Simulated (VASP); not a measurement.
Set up this calculation in VASP 6.6.1, as the native input.

```
Task                   : single point
Functional             : revPBE
Potentials or basis    : VASP PAW PBE potentials, release 64 (Te, Nb_sv)
Cutoff                 : 520 eV
k mesh                 : 8 × 8 × 7
Occupations            : fermi-dirac, width 0.05 eV
Spin                   : no spin polarisation
Dipole correction      : no
Further INCAR settings : ALGO = Normal; EDIFF = 1e-07; NBANDS = 16
```

The structure of NbTe lies in POSCAR:

```
NbTe
1.0
    3.7031675091      0.0000000000      0.0000000000
   -1.8515837545      3.2070371373      0.0000000000
    0.0000000000      0.0000000000      3.7182037138
Te Nb
1 1
Direct
    0.6666666667      0.3333333333      0.0000000000
    0.0000000000      0.0000000000      0.5000000000
```

The input as run:

INCAR

```
ALGO = Normal
EDIFF = 1E-7
ENCUT = 520
GGA = RE
ISIF = 2
ISMEAR = -1
LASPH = T
LCHARG = F
LREAL = F
LWAVE = F
NBANDS = 16
NELM = 60
PREC = Accurate
SIGMA = 0.05
```

KPOINTS

```
k-points
0
Gamma
  8 8 7
```

Potentials or basis: VASP PAW PBE potentials, release 64 (Te, Nb_sv).

Run with:

```bash
$ cat potpaw_PBE.64/Te/POTCAR potpaw_PBE.64/Nb_sv/POTCAR > POTCAR
$ mpirun -np 1 vasp_std > vasp.out
```

Results of the run:

* Pressure: -0.3 GPa
* Band gap on the k mesh: zero (an odd number of electrons rules out a gap without spin polarisation)

Caveat: the PAW data sets were made with another functional, which shifts forces and pressure a little; spin-orbit coupling is left out, which moves the levels of the heavy elements.

Wall time 20 s on 1 thread of Intel(R) Xeon(R) Platinum 8259CL CPU @ 2.50GHz (Skylake/Cascade Lake), on a shared host, peak memory 0.17 GiB.
